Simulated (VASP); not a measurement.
SiAs5, 6 atoms in the cell. It takes space group P-62m (No. 189, hexagonal). Conventional cell: a = 5.088 Å, b = 5.088 Å, c = 5.116 Å, α = 90.00°, β = 90.00°, γ = 120.00°. Within 3.9 Å of Si (site symmetry -62m) lie 12 As at 2.94 to 2.98 Å. As (site symmetry m2m) has 10 As at 2.66 to 3.12 Å and 2 Si at 2.98 Å within 3.5 Å. Within 3.9 Å of As (site symmetry -6) lie 3 Si at 2.94 Å and 9 As at 2.94 to 3.12 Å. 

| Property | Result |
| --- | --- |
| Program | VASP 6.6.1 |
| Task | single point |
| Functional | PBE |
| Potentials or basis | VASP PAW PBE potentials, release 64 (Si, As) |
| Cutoff | 520 eV |
| k mesh | 6 × 6 × 4 |
| Occupations | gaussian, width 0.1 eV |
| Spin | no spin polarisation |
| Dipole correction | no |
| Further INCAR settings | ALGO = Normal; EDIFF = 1e-06; NBANDS = 24 |

Potentials or basis: VASP PAW PBE potentials, release 64 (Si, As).

Run with:

```sh
$ cat potpaw_PBE.64/Si/POTCAR potpaw_PBE.64/As/POTCAR > POTCAR
$ mpirun -np 1 vasp_std > vasp.out
```

Hardware: 1 thread of AMD EPYC 9R45 96-Core Processor (Zen 5), with other jobs on the host.

Q: Estimate the wall time of this run.

A: It took 29 s on 1 thread of AMD EPYC 9R45 96-Core Processor (Zen 5), with other jobs on the host, peak memory 0.22 GiB. Counts: scf iterations 11, k points 21.
